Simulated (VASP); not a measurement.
Li, 1 atom in the cell. The cell holds a sheet with vacuum, 1 atom: a = 2.399 Å, b = 2.399 Å, c = 14.000 Å, α = 90.00°, β = 90.00°, γ = 90.00°. 

| Quantity | Value |
| --- | --- |
| Program | VASP 6.6.1 |
| Task | single point |
| Functional | PBE |
| Potentials or basis | VASP PAW PBE potentials, release 64 (Li_sv) |
| Cutoff | 520 eV |
| k mesh | 8 × 8 × 1 |
| Occupations | gaussian, width 0.1 eV |
| Spin | no spin polarisation |
| Dipole correction | yes |
| Further INCAR settings | ALGO = Normal; EDIFF = 1e-07; NBANDS = 8 |

Potentials or basis: VASP PAW PBE potentials, release 64 (Li_sv).

Command:

```bash
$ cat potpaw_PBE.64/Li_sv/POTCAR > POTCAR
$ mpirun -np 1 vasp_std > vasp.out
```

Hardware: 1 thread of Intel(R) Xeon(R) 6975P-C (Granite Rapids), on a shared host.

Estimate the wall time of this run.

Run time: 8.4 s on 1 thread of Intel(R) Xeon(R) 6975P-C (Granite Rapids), on a shared host, peak memory 0.16 GiB. Counts: scf iterations 17, k points 15.
